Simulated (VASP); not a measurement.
Write the native input for VASP 6.6.1 that does the following.

* Task: single point
* Functional: PBE
* Potentials or basis: VASP PAW PBE potentials, release 64 (Cs_sv, Re)
* Cutoff: 520 eV
* k mesh: 12 × 14 × 4
* Occupations: gaussian, width 0.1 eV
* Spin: no spin polarisation
* Dipole correction: no
* Further INCAR settings: ALGO = Fast; EDIFF = 1e-06; NBANDS = 24

The structure of CsRe lies in POSCAR:

```
CsRe
1.0
    3.9942761494      0.0000000000      0.0000000000
    0.0000000000      3.2094021065      0.0000000000
    0.0000000000      0.0000000000     11.5800530500
Cs Re
2 2
Direct
    0.7500000000      0.0000000000      0.7260482211
    0.2500000000      0.0000000000      0.2739517789
    0.7500000000      0.5000000000      0.0535270282
    0.2500000000      0.5000000000      0.9464729718
```

One way to write it, as run:

INCAR

```
  ALGO = Fast
  EDIFF = 1E-6
  ENCUT = 520
  GGA = PE
  ISIF = 2
  ISMEAR = 0
  LASPH = True
  LCHARG = False
  LREAL = False
  LWAVE = False
  NBANDS = 24
  NELM = 80
  PREC = Accurate
  SIGMA = 0.1
```

KPOINTS

```
k-points
0
Gamma
  12 14 4
```

Potentials or basis: VASP PAW PBE potentials, release 64 (Cs_sv, Re).

The run is started by

```sh
$ cat potpaw_PBE.64/Cs_sv/POTCAR potpaw_PBE.64/Re/POTCAR > POTCAR
$ mpirun -np 1 vasp_std > vasp.out
```

Results of the run:

The pressure is -0.3 GPa. The largest force is 0.267 eV/Å. The band gap on the k mesh is zero (band 16 reaches 3.61 eV, above the bottom of band 17 at 2.83 eV).

Caveat: spin-orbit coupling is left out, which moves the levels of the heavy elements.

Run time: 18 min on 1 thread of Intel Xeon 6975P-C, on a shared host, peak memory 0.65 GiB.
